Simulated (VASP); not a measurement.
# CdSeS4 (P4/mmm) in VASP: a series of runs

CdSeS4 is run at these levels: PBE; tasks: single point.

All numbers are computed with VASP 6.6.1; they aren't measurements. Logs are shortened: lines on timing, memory, paths and dates and some standing lists are left out, and cuts for length are marked.

## Step 1: The cell of the first run

It takes space group P4/mmm (No. 123, tetragonal). Conventional cell: a = 5.034 Å, b = 5.034 Å, c = 5.057 Å, α = 90.00°, β = 90.00°, γ = 90.00°. Within 3.8 Å of Cd (site symmetry 4/mmm) lie 8 S at 2.89 Å. Se (site symmetry 4/mmm) has 8 S at 2.75 Å within 3.6 Å. Within 2.9 Å of S (site symmetry 2mm) lie 2 S at 2.21 to 2.84 Å and 2 Se at 2.75 Å and 2 Cd at 2.89 Å.

The cell was generated, and may not be a known phase.

## Step 2: Single point, PBE

Input file INCAR:

```
ALGO     = Normal         # electronic algorithm
EDIFF    = 1E-6           # SCF threshold, eV
ENCUT    = 520            # plane-wave cutoff, eV
GGA      = PE             # functional
ISIF     = 2              # what is computed and relaxed
ISMEAR   = 0              # smearing method
LASPH    = True           # aspherical terms in the spheres
LCHARG   = False          # write CHGCAR
LREAL    = False          # projectors in reciprocal space
LWAVE    = False          # write WAVECAR
NBANDS   = 30             # bands
NELM     = 100            # most SCF steps
PREC     = Accurate       # precision mode
SIGMA    = 0.1            # smearing width, eV
```

Input file KPOINTS:

```
k-points
0
Gamma
  4 4 4
```

Input file POSCAR:

```
CdSeS4
1.0
    5.0340331663      0.0000000000      0.0000000000
    0.0000000000      5.0340331663      0.0000000000
    0.0000000000      0.0000000000      5.0571827388
Cd Se S
1 1 4
Direct
    0.5000000000      0.5000000000      0.5000000000
    0.0000000000      0.0000000000      0.0000000000
    0.5000000000      0.0000000000      0.7812457087
    0.0000000000      0.5000000000      0.2187542913
    0.5000000000      0.0000000000      0.2187542913
    0.0000000000      0.5000000000      0.7812457087
```

Potentials or basis: VASP PAW PBE potentials, release 64 (Cd, Se, S).

Run with:

```bash
> cat potpaw_PBE.64/Cd/POTCAR potpaw_PBE.64/Se/POTCAR potpaw_PBE.64/S/POTCAR > POTCAR
> mpirun -np 1 vasp_std > vasp.out
```

OUTCAR:

```text
EDIFF = 1E-6
   ENCUT = 520
   GGA = PE
   ISIF = 2
   ISMEAR = 0
   LASPH = True
   LREAL = False
   NELM = 100
   PREC = Accurate

 ion  position               nearest neighbor table
   1  0.500  0.500  0.500-   3 2.89   4 2.89   5 2.89   6 2.89   3 2.89   5 2.89   4 2.89   6 2.89

   2  0.000  0.000  0.000-   3 2.75   4 2.75   5 2.75   6 2.75   4 2.75   6 2.75   3 2.75   5 2.75

   3  0.500  0.000  0.781-   5 2.21   2 2.75   2 2.75   1 2.89   1 2.89
   4  0.000  0.500  0.219-   6 2.21   2 2.75   2 2.75   1 2.89   1 2.89
   5  0.500  0.000  0.219-   3 2.21   2 2.75   2 2.75   1 2.89   1 2.89
   6  0.000  0.500  0.781-   4 2.21   2 2.75   2 2.75   1 2.89   1 2.89

  LATTYP: Found a simple tetragonal cell.
 ALAT       =     5.0340331663
 C/A-ratio  =     1.0045986134

  Lattice vectors:

 A1 = (   5.0340331663,   0.0000000000,   0.0000000000)
 A2 = (   0.0000000000,   5.0340331663,   0.0000000000)
 A3 = (   0.0000000000,   0.0000000000,   5.0571827388)

Analysis of symmetry for initial positions (statically):
=====================================================================
 Subroutine PRICEL returns:
 Original cell was already a primitive cell.

 Routine SETGRP: Setting up the symmetry group for a
 simple tetragonal supercell.

 Subroutine GETGRP returns: Found 16 space group operations
 (whereof 16 operations were pure point group operations)
 out of a pool of 16 trial point group operations.

The static configuration has the point symmetry D_4h.

Analysis of symmetry for dynamics (positions and initial velocities):
=====================================================================
 Subroutine PRICEL returns:
 Original cell was already a primitive cell.

 Routine SETGRP: Setting up the symmetry group for a
 simple tetragonal supercell.

 Subroutine GETGRP returns: Found 16 space group operations
 (whereof 16 operations were pure point group operations)
 out of a pool of 16 trial point group operations.

The dynamic configuration has the point symmetry D_4h.

 Subroutine INISYM returns: Found 16 space group operations
 (whereof 16 operations are pure point group operations),
 and found     1 'primitive' translations

----------------------------------------------------------------------------------------
[... 93 lines left out ...]
   NELM   =    100;   NELMIN=  2; NELMDL= -5     # of ELM steps
   EDIFF  = 0.1E-05   stopping-criterion for ELM
   LREAL  =      F    real-space projection
   EDIFFG = 0.1E-04   stopping-criterion for IOM
   NSW    =      0    number of steps for IOM
   IBRION =     -1    ionic relax: 0-MD 1-quasi-New 2-CG
   NFREE  =      0    steps in history (QN), initial steepest desc. (CG)
   ISIF   =      2    stress and relaxation
   ISYM   =      2    0-nonsym 1-usesym 2-fastsym
   POTIM  = 0.5000    time-step for ionic-motion
   TEBEG  =    0.0;   TEEND  =   0.0 temperature during run
   PSTRESS=    0.0 pullay stress
   NELECT =      42.0000    total number of electrons
   NUPDOWN=      -1.0000    fix difference up-down
   EMIN   =  10.00;   EMAX   =-10.00  energy-range for DOS
   EFERMI =   0.00;   METHOD = LEGACY
   ISMEAR =     0;   SIGMA  =   0.10  broadening in eV -4-tet -1-fermi 0-gaus
   EFERMI_NEDOS =   21; number of points for ismear=-14 and -15
   IALGO  =     38    algorithm
   IMIX   =      4    mixing-type and parameters
     AMIX     =   0.40;   BMIX     =  1.00
     AMIX_MAG =   1.60;   BMIX_MAG =  1.00
  volume/ion in A,a.u.               =      21.36       144.14
  Fermi-wavevector in a.u.,A,eV,Ry     =   1.128698  2.132929 17.333260  1.273959
  Thomas-Fermi vector in A             =   2.265389
   LORBIT       =      0    0 simple, 1 ext, 2 COOP (PROOUT), +10 PAW based schemes
   GGA     = PE    functional components
   LHFCALC =     F    Hartree Fock is set to
   AEXX    =    0.0000 exact exchange contribution
   IVDW    =     0    specifies the selected vdW correction
   LEPSILON=     F    determine dielectric tensor
   LRPA    =     F    only Hartree local field effects (RPA)
 non-spin polarized calculation
 Gauss-broadening in eV      SIGMA  =   0.10
  energy-cutoff  :      520.00
  volume of cell :      128.16
 maximum number of plane-waves:      3468
 NGX is ok and might be reduce to    40
   NGX = 19   NGY = 19   NGZ = 19

 number of electron      41.9999994 magnetization

 Free energy of the ion-electron system (eV)
  ---------------------------------------------------
  ext. energy  EPLUGINS =         0.00000000
  ---------------------------------------------------
  free energy    TOTEN  =       -18.79559946 eV

  energy without entropy =      -18.78145807  energy(sigma->0) =      -18.78852877

 E-fermi :   4.3279     XC(G=0):  -9.7028

 val. band max:        4.3121512627   @ k =   0.5000   0.5000   0.0000
 cond. band min:       4.3563630865   @ k =   0.2500   0.2500   0.0000
 fundamental gap:      0.0442118238
 Fermi energy:         4.3278525065

 k-point     1 :       0.0000    0.0000    0.0000
  band No.  band energies     occupation
      1     -11.9523      2.00000
      2     -10.1219      2.00000
      3      -7.7635      2.00000
      4      -7.0268      2.00000
      5      -6.0509      2.00000
      6      -4.2948      2.00000
[... 583 lines left out ...]
     29      11.2511      0.00000
     30      11.7489      0.00000

------------------------ aborting loop because EDIFF is reached ----------------------------------------

  FORCE on cell =-STRESS in cart. coord.  units (eV):
  Direction    XX          YY          ZZ          XY          YZ          ZX
  --------------------------------------------------------------------------------------
  -------------------------------------------------------------------------------------
  Total        0.0852448      0.0852448     -0.4346470      0.0000000      0.0000000      0.0000000
  in kB        1.0657063      1.0657063     -5.4338354      0.0000000      0.0000000      0.0000000
  external PRESSURE =      -1.1008076 kB  Pullay stress =       0.0000000 kB

 VOLUME and BASIS-vectors are now :
 -----------------------------------------------------------------------------
  energy-cutoff  :      520.00
  volume of cell :      128.16
      direct lattice vectors                 reciprocal lattice vectors
     5.034033166  0.000000000  0.000000000     0.198647877  0.000000000  0.000000000
     0.000000000  5.034033166  0.000000000     0.000000000  0.198647877  0.000000000
     0.000000000  0.000000000  5.057182739     0.000000000  0.000000000  0.197738554

 POSITION                                       TOTAL-FORCE (eV/Angst)
 -----------------------------------------------------------------------------------
      2.51702      2.51702      2.52859        -0.000000      0.000000      0.000000
      0.00000      0.00000      0.00000        -0.000000      0.000000      0.000000
      2.51702      0.00000      3.95090        -0.000000      0.000000      0.124499
      0.00000      2.51702      1.10628         0.000000      0.000000     -0.124499
      2.51702      0.00000      1.10628        -0.000000      0.000000     -0.124499
      0.00000      2.51702      3.95090        -0.000000      0.000000      0.124499
 -----------------------------------------------------------------------------------
    total drift:                               -0.000000      0.000000     -0.000000

  FREE ENERGIE OF THE ION-ELECTRON SYSTEM (eV)
  ---------------------------------------------------
  free  energy   TOTEN  =       -18.7955994635 eV

  energy  without entropy=      -18.7814580716  energy(sigma->0) =      -18.78852877
```

It took 32 s on 1 thread of Intel Xeon 6975P-C (Granite Rapids), shared host; peak memory 0.26 GiB.

What came out:

| Property | Result |
| --- | --- |
| Free energy | -18.7956 eV |
| Pressure | -0.1 GPa |
| Largest force | 0.124 eV/Å |
| Band gap on the k mesh | zero (bands 21 and 22 overlap by 1.05 eV) |

Forces in eV/Å, atoms in the order of the input:
```
Cd   0.000  0.000  0.000
Se   0.000  0.000  0.000
S    0.000  0.000  0.124
S    0.000  0.000 -0.124
S    0.000  0.000 -0.124
S    0.000  0.000  0.124
```

## Step 3: Single point, PBE

This run uses another cell than the first one, of 29.27 Å³/atom.

Input file INCAR:

```
SYSTEM = CdSeS4
ALGO = Normal
EDIFF = 1E-7
ENCUT = 520
GGA = PE
ISIF = 2
ISMEAR = 0
LASPH = .TRUE.
LCHARG = .FALSE.
LREAL = .FALSE.
LWAVE = .FALSE.
NBANDS = 30
NELM = 60
PREC = Accurate
SIGMA = 0.1
```

Input file KPOINTS:

```
k-points
0
G
  4 4 4
  0 0 0
```

Input file POSCAR:

```
CdSeS4
1.0
    4.9739298200      0.0000000000      0.0000000000
    0.0000000000      4.9739298200      0.0000000000
    0.0000000000      0.0000000000      7.0980482700
Cd Se S
1 1 4
Direct
    0.5000000000      0.5000000000      0.5000000000
    0.0000000000      0.0000000000      0.0000000000
    0.5000000000      0.0000000000      0.7628759100
    0.0000000000      0.5000000000      0.2371240900
    0.5000000000      0.0000000000      0.2371240900
    0.0000000000      0.5000000000      0.7628759100
```

Potentials or basis: VASP PAW PBE potentials, release 64 (Cd, Se, S).

Run with:

```bash
> cat potpaw_PBE.64/Cd/POTCAR potpaw_PBE.64/Se/POTCAR potpaw_PBE.64/S/POTCAR > POTCAR
> mpirun -np 1 vasp_std > vasp.out
```

Run time: 47 s. Hardware: 1 thread of Intel Xeon 6975P-C (Granite Rapids), shared host; peak memory 0.32 GiB.

It converged, with:

| Item | Value |
| --- | --- |
| Free energy | -15.5349 eV |
| Pressure | -9.9 GPa |
| Largest force | 0.084 eV/Å |
| Band gap on the k mesh | zero (bands 21 and 22 overlap by 1.05 eV) |

Forces in eV/Å, atoms in the order of the input:
```
Cd   0.000  0.000  0.000
Se   0.000  0.000  0.000
S    0.000  0.000  0.084
S    0.000  0.000 -0.084
S    0.000  0.000 -0.084
S    0.000  0.000  0.084
```

Levels at points of the mesh, in eV from the Fermi level:
| k point | band 18 | band 19 | band 20 | band 21 | band 22 | band 23 | band 24 | band 25 |
| --- | --- | --- | --- | --- | --- | --- | --- | --- |
| (0.00, 0.00, 0.00) | -1.04 | -1.04 | 0.18 | 0.18 | 0.32 | 0.42 | 1.03 | 1.03 |
| (0.50, 0.00, 0.00) | -1.18 | -0.97 | -0.73 | -0.04 | 0.01 | 0.54 | 1.01 | 1.40 |
| (0.50, 0.50, 0.00) | 0.14 | 0.14 | 0.18 | 0.18 | 0.32 | 0.37 | 0.51 | 1.33 |
| (0.00, 0.00, 0.50) | -0.99 | -0.52 | -0.52 | -0.42 | -0.10 | -0.10 | 1.24 | 1.24 |
| (0.50, 0.00, 0.50) | -1.36 | -1.31 | -1.06 | -0.88 | -0.72 | 0.95 | 1.17 | 1.19 |
| (0.50, 0.50, 0.50) | -1.29 | 0.04 | 0.28 | 0.33 | 0.50 | 0.84 | 0.84 | 1.05 |

Caveat: the cell stands under tension.

## Step 4: Single point, PBE

This run uses another cell than the first one, of 22.20 Å³/atom.

Input file INCAR:

```
SYSTEM = CdSeS4
PREC = Accurate
ENCUT = 520
EDIFF = 1E-6
ISMEAR = 0
SIGMA = 0.1
LREAL = .FALSE.
LASPH = .TRUE.
NELM = 60
ALGO = Normal
ISIF = 2
LWAVE = .FALSE.
LCHARG = .TRUE.
GGA = PE
LELF = .TRUE.
LVHAR = .TRUE.
NBANDS = 30
```

Input file KPOINTS:

```
Automatic mesh
0
G
  8 8 8
  0 0 0
```

Input file POSCAR:

```
CdSeS4
1.0
    5.1632998631      0.0000000000      0.0000000000
    0.0000000000      5.1632998631      0.0000000000
    0.0000000000      0.0000000000      4.9971818941
Cd Se S
1 1 4
Direct
    0.5000000000      0.5000000000      0.5000000000
    0.0000000000      0.0000000000      0.0000000000
    0.5000000000      0.0000000000      0.7917559331
    0.0000000000      0.5000000000      0.2082440669
    0.5000000000      0.0000000000      0.2082440669
    0.0000000000      0.5000000000      0.7917559331
```

Potentials or basis: VASP PAW PBE potentials, release 64 (Cd, Se, S).

Run with:

```bash
> cat potpaw_PBE.64/Cd/POTCAR potpaw_PBE.64/Se/POTCAR potpaw_PBE.64/S/POTCAR > POTCAR
> mpirun -np 1 vasp_std > vasp.out
```

OUTCAR:

```text
SYSTEM = CdSeS4
   PREC = Accurate
   ENCUT = 520
   EDIFF = 1E-6
   ISMEAR = 0
   LREAL = .FALSE.
   LASPH = .TRUE.
   NELM = 60
   ISIF = 2
   GGA = PE

 ion  position               nearest neighbor table
   1  0.500  0.500  0.500-   3 2.96   4 2.96   5 2.96   6 2.96   3 2.96   5 2.96   4 2.96   6 2.96

   2  0.000  0.000  0.000-   3 2.78   4 2.78   5 2.78   6 2.78   4 2.78   6 2.78   3 2.78   5 2.78

   3  0.500  0.000  0.792-   5 2.08   2 2.78   2 2.78   1 2.96   1 2.96
   4  0.000  0.500  0.208-   6 2.08   2 2.78   2 2.78   1 2.96   1 2.96
   5  0.500  0.000  0.208-   3 2.08   2 2.78   2 2.78   1 2.96   1 2.96
   6  0.000  0.500  0.792-   4 2.08   2 2.78   2 2.78   1 2.96   1 2.96

  LATTYP: Found a simple tetragonal cell.
 ALAT       =     5.1632998631
 C/A-ratio  =     0.9678271699

  Lattice vectors:

 A1 = (   5.1632998631,   0.0000000000,   0.0000000000)
 A2 = (   0.0000000000,   5.1632998631,   0.0000000000)
 A3 = (   0.0000000000,   0.0000000000,   4.9971818941)

[... 182 lines left out ...]

 E-fermi :   3.9929     XC(G=0):  -9.4912

 val. band max:        3.9928337224   @ k =   0.3750   0.2500   0.0000
 cond. band min:       3.9953582676   @ k =   0.1250   0.1250   0.0000
 fundamental gap:      0.0025245452
 Fermi energy:         3.9929365878

 k-point     1 :       0.0000    0.0000    0.0000
  band No.  band energies     occupation
      1     -12.3911      2.00000
      2     -11.0933      2.00000
      3      -8.0562      2.00000
      4      -7.0381      2.00000
      5      -6.2452      2.00000
      6      -4.7310      2.00000
[... 781 lines left out ...]
     29       9.6931      0.00000
     30      10.0763      0.00000

 [... further k-points ...]

------------------------ aborting loop because EDIFF is reached ----------------------------------------

  FORCE on cell =-STRESS in cart. coord.  units (eV):
  Direction    XX          YY          ZZ          XY          YZ          ZX
  --------------------------------------------------------------------------------------
  -------------------------------------------------------------------------------------
  Total        0.0629846      0.0629846     -0.4487890      0.0000000      0.0000000     -0.0000000
  in kB        0.7574697      0.7574697     -5.3972547      0.0000000      0.0000000     -0.0000000
  external PRESSURE =      -1.2941051 kB  Pullay stress =       0.0000000 kB

 VOLUME and BASIS-vectors are now :
 -----------------------------------------------------------------------------
  energy-cutoff  :      520.00
  volume of cell :      133.22
      direct lattice vectors                 reciprocal lattice vectors
     5.163299863  0.000000000  0.000000000     0.193674593  0.000000000  0.000000000
     0.000000000  5.163299863  0.000000000     0.000000000  0.193674593  0.000000000
     0.000000000  0.000000000  4.997181894     0.000000000  0.000000000  0.200112788

 POSITION                                       TOTAL-FORCE (eV/Angst)
 -----------------------------------------------------------------------------------
      2.58165      2.58165      2.49859         0.000000     -0.000000     -0.000000
      0.00000      0.00000      0.00000         0.000000     -0.000000     -0.000000
      2.58165      0.00000      3.95655         0.000000      0.000000      0.139528
      0.00000      2.58165      1.04063         0.000000     -0.000000     -0.139528
      2.58165      0.00000      1.04063         0.000000      0.000000     -0.139528
      0.00000      2.58165      3.95655        -0.000000     -0.000000      0.139528
 -----------------------------------------------------------------------------------
    total drift:                               -0.000000      0.000000     -0.000000

  FREE ENERGIE OF THE ION-ELECTRON SYSTEM (eV)
  ---------------------------------------------------
  free  energy   TOTEN  =       -18.8325491533 eV

  energy  without entropy=      -18.8199629995  energy(sigma->0) =      -18.82625608
```

Wall time 2.1 min (1 thread of Intel Xeon 6975P-C (Granite Rapids), shared host); peak memory 0.43 GiB.

Results:

```yaml
Free_energy: -18.8325 eV
Pressure: -0.1 GPa
Largest_force: 0.140 eV/Å
Band_gap_on_the_k_mesh: zero (bands 21 and 22 overlap by 1.02 eV)
```

Forces in eV/Å, atoms in the order of the input:
```
Cd   0.000  0.000  0.000
Se   0.000  0.000  0.000
S    0.000  0.000  0.140
S    0.000  0.000 -0.140
S    0.000  0.000 -0.140
S    0.000  0.000  0.140
```

## Step 5: Overview

```csv
cell,k mesh,gap on the mesh (eV),pressure (GPa),largest force (eV/Å)
"a = 5.034, b = 5.034, c = 5.057 Å, 6 atoms, atomic positions A",4 × 4 × 4,none,-0.1,0.12
"a = 4.974, b = 4.974, c = 7.098 Å, 6 atoms, atomic positions B",4 × 4 × 4,none,-9.9,0.08
"a = 5.163, b = 5.163, c = 4.997 Å, 6 atoms, atomic positions C",8 × 8 × 8,none,-0.1,0.14
```

Alike in all rows: task single point; level PBE; potentials or basis VASP PAW PBE potentials, release 64 (Cd, Se, S); no spin polarisation; cutoff (eV) 520; smearing gaussian 0.1 eV.

Caveats: the cell stands under tension (at least some runs).

Absolute energies hang on the potentials; compare differences alone.

The gap in the log of VASP goes by the Fermi energy; the results here count the filled bands.